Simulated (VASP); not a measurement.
# CsCl (Pm-3m) in VASP: a series of runs, part 2 of 2

VASP 6.6.1.

### 3 Single point, PBE (36.08 Å³/atom)

This run uses another cell than the first one, of 36.08 Å³/atom.

File INCAR:

```
SYSTEM = CsCl
PREC = Accurate
ENCUT = 500
EDIFF = 1E-6
ISMEAR = 0
SIGMA = 0.02
LREAL = .FALSE.
LASPH = .TRUE.
NELM = 120
ALGO = Normal
ISIF = 2
LWAVE = .FALSE.
LCHARG = .FALSE.
GGA = PE
NBANDS = 15
GGA_COMPAT = .FALSE.
```

File KPOINTS:

```
regular mesh
0
G
  6 6 6
  0 0 0
```

File POSCAR:

```
CsCl
1.0
    4.1631642071      0.0000000000      0.0000000000
    0.0000000000      4.1631642071      0.0000000000
    0.0000000000      0.0000000000      4.1631642071
Cs Cl
1 1
Direct
    0.0000000000      0.0000000000      0.0000000000
    0.5000000000      0.5000000000      0.5000000000
```

Potentials or basis: VASP PAW PBE potentials, release 64 (Cs_sv, Cl).

Started as:

```
$ cat potpaw_PBE.64/Cs_sv/POTCAR potpaw_PBE.64/Cl/POTCAR > POTCAR
$ mpirun -np 1 vasp_std > vasp.out
```

It took 24 s on 1 thread of Intel Xeon 8259CL, shared host; peak memory 0.17 GiB.

Results (log left out):

```
Free energy            : -6.5372 eV
Pressure               : 0.5 GPa
Band gap on the k mesh : 5.13 eV
```

Levels at points of the mesh, in eV from the valence-band top:
| k point | band 6 | band 7 | band 8 | band 9 | band 10 | band 11 |
| --- | --- | --- | --- | --- | --- | --- |
| (0.00, 0.00, 0.00) | 0.00 | 0.00 | 0.00 | 5.13 | 5.42 | 5.42 |
| (0.50, 0.00, 0.00) | -1.11 | -0.21 | -0.21 | 6.40 | 7.47 | 8.70 |
| (0.50, 0.50, 0.00) | -0.42 | -0.42 | -0.04 | 5.92 | 6.00 | 7.94 |
| (0.50, 0.50, 0.50) | -1.03 | -1.03 | -1.03 | 8.37 | 8.37 | 8.37 |

Caveat: spin-orbit coupling is left out, which moves the levels of the heavy elements.

### 4 Single point, PBE

This run uses another cell than the first one, of 37.19 Å³/atom.

File INCAR:

```
SYSTEM = CsCl
  PREC = Accurate
  ENCUT = 500
  EDIFF = 1E-6
  ISMEAR = 0
  SIGMA = 0.02
  LREAL = .False.
  LASPH = .True.
  NELM = 120
  ALGO = Normal
  ISIF = 2
  LWAVE = .False.
  LCHARG = .False.
  GGA = PE
  NBANDS = 15
  GGA_COMPAT = .False.
```

File KPOINTS:

```
regular mesh
0
Gamma
  6 6 6
  0 0 0
```

File POSCAR:

```
CsCl
1.0
    4.2056484088      0.0000000000      0.0000000000
    0.0000000000      4.2056484088      0.0000000000
    0.0000000000      0.0000000000      4.2056484088
Cs Cl
1 1
Direct
    0.0000000000      0.0000000000      0.0000000000
    0.5000000000      0.5000000000      0.5000000000
```

Potentials or basis: VASP PAW PBE potentials, release 64 (Cs_sv, Cl).

Started as:

```
$ cat potpaw_PBE.64/Cs_sv/POTCAR potpaw_PBE.64/Cl/POTCAR > POTCAR
$ mpirun -np 1 vasp_std > vasp.out
```

OUTCAR:

```text
SYSTEM = CsCl
   PREC = Accurate
   ENCUT = 500
   EDIFF = 1E-6
   ISMEAR = 0
   LREAL = .False.
   LASPH = .True.
   NELM = 120
   ISIF = 2
   GGA = PE

 ion  position               nearest neighbor table
   1  0.000  0.000  0.000-
   2  0.500  0.500  0.500-

  LATTYP: Found a simple cubic cell.
 ALAT       =     4.2056484088

  Lattice vectors:

 A1 = (   4.2056484088,   0.0000000000,   0.0000000000)
 A2 = (   0.0000000000,   4.2056484088,   0.0000000000)
[... 538 lines left out ...]

------------------------ aborting loop because EDIFF is reached ----------------------------------------

  FORCE on cell =-STRESS in cart. coord.  units (eV):
  Direction    XX          YY          ZZ          XY          YZ          ZX
  --------------------------------------------------------------------------------------
  -------------------------------------------------------------------------------------
  Total        0.0040209      0.0040209      0.0040209     -0.0000000      0.0000000      0.0000000
  in kB        0.0866034      0.0866034      0.0866034     -0.0000000      0.0000000      0.0000000
  external PRESSURE =       0.0866034 kB  Pullay stress =       0.0000000 kB

 VOLUME and BASIS-vectors are now :
 -----------------------------------------------------------------------------
  energy-cutoff  :      500.00
  volume of cell :       74.39
      direct lattice vectors                 reciprocal lattice vectors
     4.205648409  0.000000000  0.000000000     0.237775464  0.000000000  0.000000000
     0.000000000  4.205648409  0.000000000     0.000000000  0.237775464  0.000000000
     0.000000000  0.000000000  4.205648409     0.000000000  0.000000000  0.237775464

 POSITION                                       TOTAL-FORCE (eV/Angst)
 -----------------------------------------------------------------------------------
      0.00000      0.00000      0.00000         0.000000      0.000000      0.000000
      2.10282      2.10282      2.10282         0.000000      0.000000      0.000000
 -----------------------------------------------------------------------------------
    total drift:                                0.000000      0.000000     -0.000000

  FREE ENERGIE OF THE ION-ELECTRON SYSTEM (eV)
  ---------------------------------------------------
  free  energy   TOTEN  =        -6.5412254925 eV

  energy  without entropy=       -6.5412254925  energy(sigma->0) =       -6.54122549
```

Run time: 20 s. Hardware: 1 thread of Intel Xeon 8259CL, shared host; peak memory 0.18 GiB.

What came out:

```yaml
Free_energy: -6.5412 eV
Pressure: 0.0 GPa
Band_gap_on_the_k_mesh: 5.00 eV
```

Caveat: spin-orbit coupling is left out, which moves the levels of the heavy elements.

### 5 Single point, PBE

This run uses another cell than the first one, of 37.19 Å³/atom.

File INCAR:

```
PREC = Accurate ; ENCUT = 500
EDIFF = 1E-6 ; ISMEAR = 0
SIGMA = 0.02 ; LREAL = False
LASPH = True ; NELM = 120
ALGO = Normal ; ISIF = 2
LWAVE = False ; LCHARG = False
GGA = PE ; NBANDS = 15
GGA_COMPAT = False
```

File KPOINTS:

```
regular mesh
0
Gamma
  6 6 6
```

POSCAR is that of step 4.

Started as:

```
$ cat potpaw_PBE.64/Cs_sv/POTCAR potpaw_PBE.64/Cl/POTCAR > POTCAR
$ mpirun -np 1 vasp_std > vasp.out
```

Run time: 20 s. Hardware: 1 thread of Intel Xeon 8259CL, shared host; peak memory 0.18 GiB.

The run converged. Its results:

* Free energy: -6.5412 eV
* Pressure: 0.0 GPa
* Band gap on the k mesh: 5.00 eV

Levels at points of the mesh, in eV from the valence-band top:
```
           k point  band 5  band 6  band 7  band 8  band 9  band 10  band 11  band 12
(0.00, 0.00, 0.00)   -6.00    0.00    0.00    0.00    5.00     5.44     5.44     9.81
(0.50, 0.00, 0.00)   -5.88   -1.05   -0.19   -0.19    6.38     7.32     8.50     9.25
(0.50, 0.50, 0.00)   -5.81   -0.41   -0.41   -0.03    5.89     5.97     7.90     7.90
(0.50, 0.50, 0.50)   -6.46   -0.96   -0.96   -0.96    8.24     8.24     8.24    10.19
```

Caveat: spin-orbit coupling is left out, which moves the levels of the heavy elements.

### 6 Single point, PBE (38.31 Å³/atom)

This run uses another cell than the first one, of 38.31 Å³/atom.

File INCAR:

```
SYSTEM = CsCl
PREC = Accurate
ENCUT = 500
EDIFF = 1E-6
ISMEAR = 0
SIGMA = 0.02
LREAL = .False.
LASPH = .True.
NELM = 120
ALGO = Normal
ISIF = 2
LWAVE = .False.
LCHARG = .False.
GGA = PE
NBANDS = 15
GGA_COMPAT = .False.
```

File KPOINTS:

```
Automatic mesh
0
Gamma
  6 6 6
  0 0 0
```

File POSCAR:

```
CsCl
1.0
    4.2472912002      0.0000000000      0.0000000000
    0.0000000000      4.2472912002      0.0000000000
    0.0000000000      0.0000000000      4.2472912002
Cs Cl
1 1
Direct
    0.0000000000      0.0000000000      0.0000000000
    0.5000000000      0.5000000000      0.5000000000
```

Potentials or basis: VASP PAW PBE potentials, release 64 (Cs_sv, Cl).

Started as:

```
$ cat potpaw_PBE.64/Cs_sv/POTCAR potpaw_PBE.64/Cl/POTCAR > POTCAR
$ mpirun -np 1 vasp_std > vasp.out
```

Wall time 21 s (1 thread of Intel Xeon 8259CL, shared host); peak memory 0.18 GiB.

Results (log left out):

```yaml
Free_energy: -6.5392 eV
Pressure: -0.4 GPa
Band_gap_on_the_k_mesh: 4.88 eV
```

Levels at points of the mesh, in eV from the valence-band top:
```
           k point  band 6  band 7  band 8  band 9  band 10  band 11
(0.00, 0.00, 0.00)    0.00    0.00    0.00    4.88     5.45     5.45
(0.50, 0.00, 0.00)   -1.00   -0.17   -0.17    6.35     7.18     8.32
(0.50, 0.50, 0.00)   -0.41   -0.41   -0.02    5.85     5.94     7.85
(0.50, 0.50, 0.50)   -0.89   -0.89   -0.89    8.11     8.11     8.11
```

Caveat: spin-orbit coupling is left out, which moves the levels of the heavy elements. As with any semilocal functional, this PBE gap is likely too small.

### 7 The runs side by side

```tsv
cell	gap on the mesh (eV)	pressure (GPa)
a = 4.120 Å, 2 atoms	5.27	1.1
a = 4.163 Å, 2 atoms	5.13	0.5
a = 4.206 Å, 2 atoms	5.00	0.0
a = 4.247 Å, 2 atoms	4.88	-0.4
```

Alike in all rows: task single point; level PBE; potentials or basis VASP PAW PBE potentials, release 64 (Cs_sv, Cl); no spin polarisation; k mesh 6 × 6 × 6; cutoff (eV) 500; smearing gaussian 0.02 eV.

Caveats: spin-orbit coupling is left out, which moves the levels of the heavy elements.

Total energies depend on the potentials used, so only differences within one code and one set of settings carry meaning.
